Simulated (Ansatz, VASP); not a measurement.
YN: VASP beside Ansatz

Contents of POSCAR:

```
YN
1.0
    0.0000000000      2.4480479766      2.4480479766
    2.4480479766      0.0000000000      2.4480479766
    2.4480479766      2.4480479766      0.0000000000
Y N
1 1
Direct
    0.0000000000      0.0000000000      0.0000000000
    0.5000000000      0.5000000000      0.5000000000
```

INCAR.step1

```
  ALGO = Normal
  EDIFF = 1E-5
  ENCUT = 660
  GGA = PE
  GGA_COMPAT = False
  ISMEAR = 0
  LASPH = True
  LCHARG = False
  LREAL = False
  LWAVE = True
  NBANDS = 15
  NELM = 120
  PREC = Accurate
  SIGMA = 0.01
```

INCAR.step2

```
  ALGO = Normal
  EDIFF = 1E-6
  ENCUT = 660
  GGA_COMPAT = False
  ISIF = 2
  ISMEAR = 0
  ISTART = 1
  LASPH = True
  LCHARG = False
  LMIXTAU = True
  LREAL = False
  LWAVE = False
  METAGGA = R2SCAN
  NBANDS = 15
  NELM = 120
  PREC = Accurate
  SIGMA = 0.01
```

Contents of KPOINTS:

```
k-points
0
Gamma
  10 10 10
```

Input for Ansatz:

```yaml
crystal:
  lattice:
    - [0.0, 2.4480479766, 2.4480479766]
    - [2.4480479766, 0.0, 2.4480479766]
    - [2.4480479766, 2.4480479766, 0.0]
  atoms:
    - { symbol: "Y", position: [0.0, 0.0, 0.0] }
    - { symbol: "N", position: [0.5, 0.5, 0.5] }
kpoints:
  mp_grid: { grid: [10, 10, 10] }
  band_path:
    path:
      - [0.0, 0.0, 0.0]
      - [0.5, 0.0, 0.5]
      - [0.625, 0.25, 0.625]
      - [0.375, 0.375, 0.75]
      - [0.5, 0.5, 0.5]
      - [0.5, 0.25, 0.75]
      - [0.0, 0.5, 0.5]
    npoints: 1
hamiltonian:
  xc: r2scan
scf:
  occupations: { method: fixed }
  n_extra_bands: 4
output:
  forces: true
  stress: true
  eigenvalues: true
```

Alike in both runs: task single point; functional r2SCAN; k mesh 10 × 10 × 10; no spin polarisation.

```csv
,VASP,Ansatz
version,VASP 6.6.1,Ansatz 0.2.0
potentials or method,"VASP PAW PBE potentials, release 64 (Y_sv, N)","plane waves, PAW"
plane-wave cutoff (eV),660,500
occupations,"gaussian, width 0.01 eV",fixed
valence electrons in the cell,16,16
```

Ansatz gave:

```
gap on the k mesh at the Fermi level (eV) : 0.58
pressure (GPa)                            : 0.0
```

Q: Estimate VASP's values.

A: gap on the k mesh at the Fermi level (eV): 0.60; pressure (GPa): 0.0.

VASP's potentials were made for PBE, not for r2SCAN.
